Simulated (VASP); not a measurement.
Wanted: the native input for a VASP 6.6.1 run.

```yaml
Task: relaxation of cell and atoms
Functional: PBE
Potentials_or_basis: VASP PAW PBE potentials, release 64 (Os, C)
Cutoff: 600 eV
k_mesh: 12 × 12 × 8
Occupations: gaussian, width 0.1 eV
Spin: no spin polarisation
Dipole_correction: no
Further_INCAR_settings: ALGO = Normal; EDIFF = 1e-06; IBRION = 2; EDIFFG = -0.01; NSW = 100; ISIF = 3
```

The structure of Os2C3 lies in POSCAR:

```
Os2C3
1.0
    3.3075128704      0.0000000000      0.0000000000
   -1.6537564352      2.8643901691      0.0000000000
    0.0000000000      0.0000000000      5.5248605708
Os C
2 3
Direct
    0.3333333333      0.6666666667      0.2592642673
    0.6666666667      0.3333333333      0.7407357327
    0.0000000000      0.0000000000      0.0000000000
    0.3333333333      0.6666666667      0.6324292397
    0.6666666667      0.3333333333      0.3675707603
```

One way to write it, as run:

INCAR

```
PREC     = Accurate       # precision mode
ENCUT    = 600            # plane-wave cutoff, eV
EDIFF    = 1E-6           # SCF threshold, eV
ISMEAR   = 0              # smearing method
SIGMA    = 0.1            # smearing width, eV
LREAL    = False          # projectors in reciprocal space
LASPH    = True           # aspherical terms in the spheres
NELM     = 80             # most SCF steps
ALGO     = Normal         # electronic algorithm
ISIF     = 3              # what is computed and relaxed
LWAVE    = False          # write WAVECAR
LCHARG   = False          # write CHGCAR
GGA      = PE             # functional
IBRION   = 2              # ionic algorithm
NSW      = 100            # ionic steps
EDIFFG   = -0.01          # ionic threshold
```

KPOINTS

```
regular mesh
0
Gamma
  12 12 8
```

Potentials or basis: VASP PAW PBE potentials, release 64 (Os, C).

Run with:

```console
$ cat potpaw_PBE.64/Os/POTCAR potpaw_PBE.64/C/POTCAR > POTCAR
$ mpirun -np 1 vasp_std > vasp.out
```

It gave:

| Property | Result |
| --- | --- |
| Relaxed volume | 10.55 Å³/atom |
| Relaxed cell | a = 3.320 Å, b = 3.320 Å, c = 5.525 Å, α = 90.00°, β = 90.00°, γ = 120.00° |
| Space group after relaxing (to 0.1 Å) | P-3m1 (No. 164) |
| Energy gained by relaxing | 0.7 meV/atom |
| Ionic steps | 7 |
| Pressure after relaxing | 0.0 GPa |
| Band gap on the k mesh | zero (bands 14 and 15 overlap by 1.39 eV) |

Caveat: spin-orbit coupling is left out, which moves the levels of the heavy elements.

Wall time 4.1 min on 1 thread of Intel(R) Xeon(R) 6975P-C (Granite Rapids) (shared host), peak memory 0.3 GiB.
